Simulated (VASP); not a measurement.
SnO:

```
CELL_PARAMETERS angstrom
3.35500 0.00000 0.00000
0.00000 5.67410 0.00000
0.00000 0.00000 4.22197
ATOMIC_POSITIONS crystal
Sn 0.50000 0.76809 0.01314
Sn 0.00000 0.23191 0.51314
O 0.50000 0.10875 0.23686
O 0.00000 0.89125 0.73686
```

Base run:

* Program: VASP 6.6.1
* Functional: PBEsol
* Potentials or basis: VASP PAW PBE potentials, release 64 (Sn_d, O)
* Cutoff: 520 eV
* k mesh: 8 × 5 × 6
* Occupations: fermi-dirac, width 0.05 eV
* Spin: no spin polarisation

Its results: band gap on the k mesh 1.42 eV, indirect (least direct gap 2.01 eV); pressure -2.9 GPa; largest force 0.349 eV/Å.

Task: The run is repeated on the same cell with these changes: functional from PBEsol to PBE. What comes out?

Result: Band gap on the k mesh 1.49 eV, indirect (least direct gap 2.07 eV); pressure 0.5 GPa; largest force 0.062 eV/Å.

PBE binds less tightly than PBEsol, so the same cell stands under more pressure.

Caveats: spin-orbit coupling is left out, which moves the levels of the heavy elements; the PAW data sets were made with another functional, which shifts forces and pressure a little (some runs).

A k mesh can miss the band edges.
